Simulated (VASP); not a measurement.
A run of VASP 6.6.1:

The input INCAR:

```
SYSTEM = Cu
PREC     = Accurate       ! precision mode
ENCUT    = 520            ! plane-wave cutoff, eV
EDIFF    = 1E-6           ! SCF threshold, eV
ISMEAR   = 1              ! smearing method
SIGMA    = 0.1            ! smearing width, eV
LREAL    = .False.        ! projectors in reciprocal space
LASPH    = .True.         ! aspherical terms in the spheres
NELM     = 60             ! most SCF steps
ALGO     = Normal         ! electronic algorithm
ISIF     = 2              ! what is computed and relaxed
LWAVE    = .False.        ! write WAVECAR
LCHARG   = .False.        ! write CHGCAR
GGA      = B5             ! functional
ALDAX    = 1.0          
AGGAX    = 1.0          
AGGAC    = 1.0          
ALDAC    = 0.0          
NBANDS   = 42             ! bands
```

Contents of KPOINTS:

```
Automatic mesh
0
Gamma
  10 10 1
  0 0 0
```

The input POSCAR:

```
Cu
1.0
    2.5036580000      0.0000000000      0.0000000000
   -1.2518290000      2.1682320000      0.0000000000
    0.0000000000      0.0000000000     24.5755890000
Cu
6
Direct
    0.0000000000      0.0000000000      0.3737640000
    0.6666666667      0.3333333333      0.2896140000
    0.3333333333      0.6666666667      0.4579910000
    0.0000000000      0.0000000000      0.6262360000
    0.6666666667      0.3333333333      0.5420090000
    0.3333333333      0.6666666667      0.7103860000
```

Potentials or basis: VASP PAW PBE potentials, release 64 (Cu).

The run is started by

```bash
$ cat potpaw_PBE.64/Cu/POTCAR > POTCAR
$ mpirun -np 1 vasp_std > vasp.out
```

Hardware: 1 thread of AMD EPYC 7R43 64-Core Processor (Zen 3), with other jobs on the host.

Question: How long does it take, and how much memory?

Answer: Wall time 9.7 min on 1 thread of AMD EPYC 7R43 64-Core Processor (Zen 3), with other jobs on the host, peak memory 0.27 GiB. Counts: scf iterations 41, k points 14.
